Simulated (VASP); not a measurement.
Ni, 4 atoms in the cell. Symmetry: P6_3/mmc, No. 194, hexagonal system. Conventional cell: a = 2.487 Å, b = 2.487 Å, c = 8.144 Å, α = 90.00°, β = 90.00°, γ = 120.00°. Within 3.3 Å of Ni (site symmetry -3m) lie 12 Ni at 2.49 Å. Ni (site symmetry -6m2) has 12 Ni at 2.49 Å within 3.3 Å. 

| Quantity | Value |
| --- | --- |
| Program | VASP 6.6.1 |
| Task | single point |
| Functional | PBE |
| Potentials or basis | VASP PAW PBE potentials, release 64 (Ni) |
| Cutoff | 600 eV |
| k mesh | 19 × 19 × 5 |
| Occupations | fermi-dirac, width 0.05 eV |
| Spin | collinear spin, ferromagnetic start |
| Starting moments | [-0.676, -0.676, -0.688, -0.688] μB |
| Dipole correction | no |
| Further INCAR settings | ALGO = Normal; EDIFF = 1e-06; NBANDS = 32 |

Potentials or basis: VASP PAW PBE potentials, release 64 (Ni).

Run with:

```sh
$ cat potpaw_PBE.64/Ni/POTCAR > POTCAR
$ mpirun -np 1 vasp_std > vasp.out
```

Hardware: 1 thread of Intel(R) Xeon(R) Platinum 8488C (Sapphire Rapids) (shared host).

**Question.** Estimate the wall time of this run.

**Answer.** Wall time 4.9 min on 1 thread of Intel(R) Xeon(R) Platinum 8488C (Sapphire Rapids), on a shared host, peak memory 0.39 GiB. Counts: scf iterations 17, k points 120.
